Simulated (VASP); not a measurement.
Write the native input for VASP 6.6.1 that does the following.

```yaml
Task: single point
Functional: revPBE
Dispersion: D3(BJ)
Potentials_or_basis: VASP PAW PBE potentials, release 64 (Bi_d)
Cutoff: 500 eV
k_mesh: 6 × 6 × 6
Occupations: fermi-dirac, width 0.05 eV
Spin: no spin polarisation
Dipole_correction: no
Further_INCAR_settings: ALGO = Normal; EDIFF = 1e-06; NBANDS = 14
```

The structure of Bi lies in POSCAR:

```
Bi
1.0
    0.0000000000      2.6000000000      2.6000000000
    2.6000000000      0.0000000000      2.6000000000
    2.6000000000      2.6000000000      0.0000000000
Bi
1
Direct
    0.0000000000      0.0000000000      0.0000000000
```

This isn't the form of Bi at room conditions, which is rhombohedral.

One way to write it, as run:

INCAR

```
SYSTEM = Bi
ALGO = Normal
EDIFF = 1E-6
ENCUT = 500
GGA = RE
GGA_COMPAT = .FALSE.
ISIF = 2
ISMEAR = -1
IVDW = 12
LASPH = .TRUE.
LCHARG = .TRUE.
LELF = .TRUE.
LREAL = .FALSE.
LVHAR = .TRUE.
LWAVE = .FALSE.
NBANDS = 14
NELM = 120
PREC = Accurate
SIGMA = 0.05
```

KPOINTS

```
k-points
0
G
  6 6 6
  0 0 0
```

Potentials or basis: VASP PAW PBE potentials, release 64 (Bi_d).

The run is started by

```console
$ cat potpaw_PBE.64/Bi_d/POTCAR > POTCAR
$ mpirun -np 1 vasp_std > vasp.out
```

It gave:

```yaml
Pressure: -7.3 GPa
Band_gap_on_the_k_mesh: zero (an odd number of electrons rules out a gap without spin polarisation)
Dispersion_energy_per_atom: -0.818 eV
```

Caveat: three body term missing; the cell stands under tension; the PAW data sets were made with another functional, which shifts forces and pressure a little; spin-orbit coupling is left out, which moves the levels of the heavy elements.

Wall time 6.4 s on 1 thread of AMD EPYC 7R13 Processor (Zen 3), with other jobs on the host, peak memory 0.13 GiB.
